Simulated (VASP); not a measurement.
# Rb (Fm-3m) in VASP: a series of runs

The runs below take Rb through single point, with PBE.

All numbers are computed with VASP 6.6.1; they aren't measurements. Logs are shortened: lines on timing, memory, paths and dates and some standing lists are left out, and cuts for length are marked.

### Step 1. The cell of the first run

It takes space group Fm-3m (No. 225, cubic). Conventional cell: a = 6.855 Å, b = 6.855 Å, c = 6.855 Å, α = 90.00°, β = 90.00°, γ = 90.00°.

### Step 2. Single point, PBE (volume scaled by 0.88)

File INCAR:

```
SYSTEM = Rb
PREC     = Accurate       ! precision mode
ENCUT    = 520            ! plane-wave cutoff, eV
EDIFF    = 1E-6           ! SCF threshold, eV
ISMEAR   = -1             ! smearing method
SIGMA    = 0.1            ! smearing width, eV
LREAL    = .False.        ! projectors in reciprocal space
LASPH    = .True.         ! aspherical terms in the spheres
NELM     = 80             ! most SCF steps
ALGO     = Normal         ! electronic algorithm
ISIF     = 2              ! what is computed and relaxed
LWAVE    = .False.        ! write WAVECAR
LCHARG   = .False.        ! write CHGCAR
GGA      = PE             ! functional
NBANDS   = 10             ! bands
```

File KPOINTS:

```
Automatic mesh
0
Gamma
  9 9 9
  0 0 0
```

File POSCAR:

```
Rb
1.0
    0.0000000000      3.4272661894      3.4272661894
    3.4272661894      0.0000000000      3.4272661894
    3.4272661894      3.4272661894      0.0000000000
Rb
1
Direct
    0.0000000000      0.0000000000      0.0000000000
```

Potentials or basis: VASP PAW PBE potentials, release 64 (Rb_sv).

Started as:

```
cat potpaw_PBE.64/Rb_sv/POTCAR > POTCAR
mpirun -np 1 vasp_std > vasp.out
```

OUTCAR:

```text
SYSTEM = Rb
   PREC = Accurate
   ENCUT = 520
   EDIFF = 1E-6
   ISMEAR = -1
   LREAL = .False.
   LASPH = .True.
   NELM = 80
   ISIF = 2
   GGA = PE

 ion  position               nearest neighbor table
   1  0.000  0.000  0.000-

  LATTYP: Found a face centered cubic cell.
 ALAT       =     6.8545323788

  Lattice vectors:

 A1 = (   0.0000000000,   3.4272661894,   3.4272661894)
 A2 = (   3.4272661894,   0.0000000000,   3.4272661894)
 A3 = (   3.4272661894,   3.4272661894,   0.0000000000)

Analysis of symmetry for initial positions (statically):
=====================================================================
 Subroutine PRICEL returns:
 Original cell was already a primitive cell.

 Routine SETGRP: Setting up the symmetry group for a
 face centered cubic supercell.

 Subroutine GETGRP returns: Found 48 space group operations
 (whereof 48 operations were pure point group operations)
 out of a pool of 48 trial point group operations.

The static configuration has the point symmetry O_h .

Analysis of symmetry for dynamics (positions and initial velocities):
=====================================================================
 Subroutine PRICEL returns:
 Original cell was already a primitive cell.

 Routine SETGRP: Setting up the symmetry group for a
 face centered cubic supercell.

 Subroutine GETGRP returns: Found 48 space group operations
 (whereof 48 operations were pure point group operations)
 out of a pool of 48 trial point group operations.

The dynamic configuration has the point symmetry O_h .

 Subroutine INISYM returns: Found 48 space group operations
 (whereof 48 operations are pure point group operations),
 and found     1 'primitive' translations

----------------------------------------------------------------------------------------

                                     Primitive cell

  volume of cell :      80.5144

  direct lattice vectors                    reciprocal lattice vectors
     0.000000000  3.427266189  3.427266189    -0.145888872  0.145888872  0.145888872
     3.427266189  0.000000000  3.427266189     0.145888872 -0.145888872  0.145888872
     3.427266189  3.427266189  0.000000000     0.145888872  0.145888872 -0.145888872

  length of vectors
     4.846886327  4.846886327  4.846886327     0.252686939  0.252686939  0.252686939

  position of ions in fractional coordinates (direct lattice)
[... 79 lines left out ...]
   EDIFFG = 0.1E-04   stopping-criterion for IOM
   NSW    =      0    number of steps for IOM
   IBRION =     -1    ionic relax: 0-MD 1-quasi-New 2-CG
   NFREE  =      0    steps in history (QN), initial steepest desc. (CG)
   ISIF   =      2    stress and relaxation
   ISYM   =      2    0-nonsym 1-usesym 2-fastsym
   POTIM  = 0.5000    time-step for ionic-motion
   TEBEG  =    0.0;   TEEND  =   0.0 temperature during run
   PSTRESS=    0.0 pullay stress
   NELECT =       9.0000    total number of electrons
   NUPDOWN=      -1.0000    fix difference up-down
   EMIN   =  10.00;   EMAX   =-10.00  energy-range for DOS
   EFERMI =   0.00;   METHOD = LEGACY
   ISMEAR =    -1;   SIGMA  =   0.10  broadening in eV -4-tet -1-fermi 0-gaus
   EFERMI_NEDOS =   21; number of points for ismear=-14 and -15
   IALGO  =     38    algorithm
   IMIX   =      4    mixing-type and parameters
     AMIX     =   0.40;   BMIX     =  1.00
     AMIX_MAG =   1.60;   BMIX_MAG =  1.00
  volume/ion in A,a.u.               =      80.51       543.34
  Fermi-wavevector in a.u.,A,eV,Ry     =   0.788614  1.490264  8.461628  0.621912
  Thomas-Fermi vector in A             =   1.893591
   LORBIT       =      0    0 simple, 1 ext, 2 COOP (PROOUT), +10 PAW based schemes
   GGA     = PE    functional components
   LHFCALC =     F    Hartree Fock is set to
   AEXX    =    0.0000 exact exchange contribution
   IVDW    =     0    specifies the selected vdW correction
   LEPSILON=     F    determine dielectric tensor
   LRPA    =     F    only Hartree local field effects (RPA)
 non-spin polarized calculation
  energy-cutoff  :      520.00
  volume of cell :       80.51
 maximum number of plane-waves:      2185
   NGX = 17   NGY = 17   NGZ = 17

 number of electron       9.0000000 magnetization

 Free energy of the ion-electron system (eV)
  ---------------------------------------------------
  ext. energy  EPLUGINS =         0.00000000
  ---------------------------------------------------
  free energy    TOTEN  =        -0.93832945 eV

  energy without entropy =       -0.91025468  energy(sigma->0) =       -0.92429206

 E-fermi :   0.3253     XC(G=0):  -5.7693

 val. band max:        0.1930985868   @ k =   0.4444   0.0000   0.0000
 cond. band min:       0.3520634430   @ k =   0.4444   0.3333   0.0000
 fundamental gap:      0.1589648563
 Fermi energy:         0.3253321602

 k-point     1 :       0.0000    0.0000    0.0000
  band No.  band energies     occupation
      1     -28.5378      2.00000
      2     -12.5660      2.00000
      3     -12.5660      2.00000
      4     -12.5660      2.00000
      5      -1.8334      2.00000
      6       4.0021      0.00000
      7       4.0021      0.00000
      8       4.0021      0.00000
      9       5.4615      0.00000
     10       5.4615      0.00000
[... 287 lines left out ...]
 k-point    24 :       0.4444    0.4444    0.0000
  band No.  band energies     occupation
      1     -28.5289      2.00000
      2     -12.6974      2.00000
      3     -12.6163      2.00000
      4     -12.6163      2.00000
      5       0.6727      0.06015
      6       2.0395      0.00000
      7       2.1149      0.00000
      8       5.1086      0.00000
      9       5.1086      0.00000
     10       5.9814      0.00000

 [... further k-points ...]

------------------------ aborting loop because EDIFF is reached ----------------------------------------

  FORCE on cell =-STRESS in cart. coord.  units (eV):
  Direction    XX          YY          ZZ          XY          YZ          ZX
  --------------------------------------------------------------------------------------
  -------------------------------------------------------------------------------------
  Total        0.2222725      0.2222725      0.2222725     -0.0000000      0.0000000      0.0000000
  in kB        4.4230593      4.4230593      4.4230593     -0.0000000      0.0000000      0.0000000
  external PRESSURE =       4.4230593 kB  Pullay stress =       0.0000000 kB

 VOLUME and BASIS-vectors are now :
 -----------------------------------------------------------------------------
  energy-cutoff  :      520.00
  volume of cell :       80.51
      direct lattice vectors                 reciprocal lattice vectors
     0.000000000  3.427266189  3.427266189    -0.145888872  0.145888872  0.145888872
     3.427266189  0.000000000  3.427266189     0.145888872 -0.145888872  0.145888872
     3.427266189  3.427266189  0.000000000     0.145888872  0.145888872 -0.145888872

 POSITION                                       TOTAL-FORCE (eV/Angst)
 -----------------------------------------------------------------------------------
      0.00000      0.00000      0.00000        -0.000000      0.000000      0.000000
 -----------------------------------------------------------------------------------
    total drift:                               -0.000000      0.000000      0.000000

  FREE ENERGIE OF THE ION-ELECTRON SYSTEM (eV)
  ---------------------------------------------------
  free  energy   TOTEN  =        -0.9383294463 eV

  energy  without entropy=       -0.9102546798  energy(sigma->0) =       -0.92429206
```

OSZICAR:

```text
N       E                     dE             d eps       ncg     rms          rms(c)
DAV:   1     0.455009764957E+02    0.45501E+02   -0.33901E+03   700   0.669E+02
DAV:   2     0.197795068438E+01   -0.43523E+02   -0.42421E+02   778   0.126E+02
DAV:   3    -0.803971537540E+00   -0.27819E+01   -0.27743E+01   862   0.335E+01
DAV:   4    -0.934311272459E+00   -0.13034E+00   -0.13003E+00  1006   0.639E+00
DAV:   5    -0.937820402738E+00   -0.35091E-02   -0.35080E-02   940   0.895E-01    0.143E+00
DAV:   6    -0.937710535841E+00    0.10987E-03   -0.25236E-03   978   0.282E-01    0.874E-01
DAV:   7    -0.938235044922E+00   -0.52451E-03   -0.35505E-03   872   0.339E-01    0.566E-02
DAV:   8    -0.938317819729E+00   -0.82775E-04   -0.14163E-04   820   0.932E-02    0.204E-02
DAV:   9    -0.938329631987E+00   -0.11812E-04   -0.14911E-05   970   0.296E-02    0.535E-03
DAV:  10    -0.938329446251E+00    0.18574E-06   -0.50025E-06   870   0.127E-02
   1 F= -.93832945E+00 E0= -.92429206E+00  d E =-.280748E-01
```

Run time: 13 s. Hardware: 1 thread of Intel Xeon Platinum 8488C (Sapphire Rapids), shared host; peak memory 0.2 GiB.

What came out:

* Free energy: -0.9383 eV
* Pressure: 0.4 GPa

Levels at points of the mesh, in eV from the Fermi level:
```csv
k point,band 2,band 3,band 4,band 5,band 6,band 7,band 8,band 9
"(0.00, 0.00, 0.00)",-12.89,-12.89,-12.89,-2.16,3.68,3.68,3.68,5.14
```

### Step 3. Single point, PBE (volume scaled by 0.92)

File INCAR:

```
PREC = Accurate ; ENCUT = 520
EDIFF = 1E-6 ; ISMEAR = -1
SIGMA = 0.1 ; LREAL = False
LASPH = True ; NELM = 80
ALGO = Normal ; ISIF = 2
LWAVE = False ; LCHARG = False
GGA = PE ; NBANDS = 10
```

File KPOINTS:

```
Automatic mesh
0
Gamma
  9 9 9
```

File POSCAR:

```
Rb
1.0
    0.0000000000      3.4784269587      3.4784269587
    3.4784269587      0.0000000000      3.4784269587
    3.4784269587      3.4784269587      0.0000000000
Rb
1
Direct
    0.0000000000      0.0000000000      0.0000000000
```

Potentials or basis: VASP PAW PBE potentials, release 64 (Rb_sv).

Started as:

```
cat potpaw_PBE.64/Rb_sv/POTCAR > POTCAR
mpirun -np 1 vasp_std > vasp.out
```

OUTCAR:

```text
PREC = Accurate
   ENCUT = 520
   EDIFF = 1E-6
   ISMEAR = -1
   LREAL = False
   LASPH = True
   NELM = 80
   ISIF = 2
   GGA = PE

 ion  position               nearest neighbor table
   1  0.000  0.000  0.000-

  LATTYP: Found a face centered cubic cell.
 ALAT       =     6.9568539174

  Lattice vectors:

 A1 = (   0.0000000000,   3.4784269587,   3.4784269587)
 A2 = (   3.4784269587,   0.0000000000,   3.4784269587)
 A3 = (   3.4784269587,   3.4784269587,   0.0000000000)

Analysis of symmetry for initial positions (statically):
=====================================================================
 Subroutine PRICEL returns:
 Original cell was already a primitive cell.

 Routine SETGRP: Setting up the symmetry group for a
 face centered cubic supercell.

 Subroutine GETGRP returns: Found 48 space group operations
 (whereof 48 operations were pure point group operations)
 out of a pool of 48 trial point group operations.

The static configuration has the point symmetry O_h .

Analysis of symmetry for dynamics (positions and initial velocities):
[... 163 lines left out ...]

 k-point     1 :       0.0000    0.0000    0.0000
  band No.  band energies     occupation
      1     -28.6662      2.00000
      2     -12.7009      2.00000
      3     -12.7009      2.00000
      4     -12.7009      2.00000
      5      -1.8833      2.00000
      6       3.8546      0.00000
      7       3.8546      0.00000
      8       3.8546      0.00000
      9       5.2670      0.00000
     10       5.2670      0.00000
[... 287 lines left out ...]
 k-point    24 :       0.4444    0.4444    0.0000
  band No.  band energies     occupation
      1     -28.6591      2.00000
      2     -12.8139      2.00000
      3     -12.7444      2.00000
      4     -12.7444      2.00000
      5       0.5758      0.05107
      6       1.8790      0.00000
      7       2.0228      0.00000
      8       4.8534      0.00000
      9       4.8534      0.00000
     10       5.6290      0.00000

 [... further k-points ...]

------------------------ aborting loop because EDIFF is reached ----------------------------------------

  FORCE on cell =-STRESS in cart. coord.  units (eV):
  Direction    XX          YY          ZZ          XY          YZ          ZX
  --------------------------------------------------------------------------------------
  -------------------------------------------------------------------------------------
  Total        0.1398243      0.1398243      0.1398243     -0.0000000      0.0000000      0.0000000
  in kB        2.6614267      2.6614267      2.6614267     -0.0000000      0.0000000      0.0000000
  external PRESSURE =       2.6614267 kB  Pullay stress =       0.0000000 kB

 VOLUME and BASIS-vectors are now :
 -----------------------------------------------------------------------------
  energy-cutoff  :      520.00
  volume of cell :       84.17
      direct lattice vectors                 reciprocal lattice vectors
     0.000000000  3.478426959  3.478426959    -0.143743136  0.143743136  0.143743136
     3.478426959  0.000000000  3.478426959     0.143743136 -0.143743136  0.143743136
     3.478426959  3.478426959  0.000000000     0.143743136  0.143743136 -0.143743136

 POSITION                                       TOTAL-FORCE (eV/Angst)
 -----------------------------------------------------------------------------------
      0.00000      0.00000      0.00000         0.000000      0.000000     -0.000000
 -----------------------------------------------------------------------------------
    total drift:                               -0.000000     -0.000000     -0.000000

  FREE ENERGIE OF THE ION-ELECTRON SYSTEM (eV)
  ---------------------------------------------------
  free  energy   TOTEN  =        -0.9463709856 eV

  energy  without entropy=       -0.9178532836  energy(sigma->0) =       -0.93211213
```

It took 17 s on 1 thread of Intel Xeon Platinum 8488C (Sapphire Rapids), shared host; peak memory 0.23 GiB.

Results:

- Free energy: -0.9464 eV
- Pressure: 0.3 GPa

(Continued in part 2 of 2.)
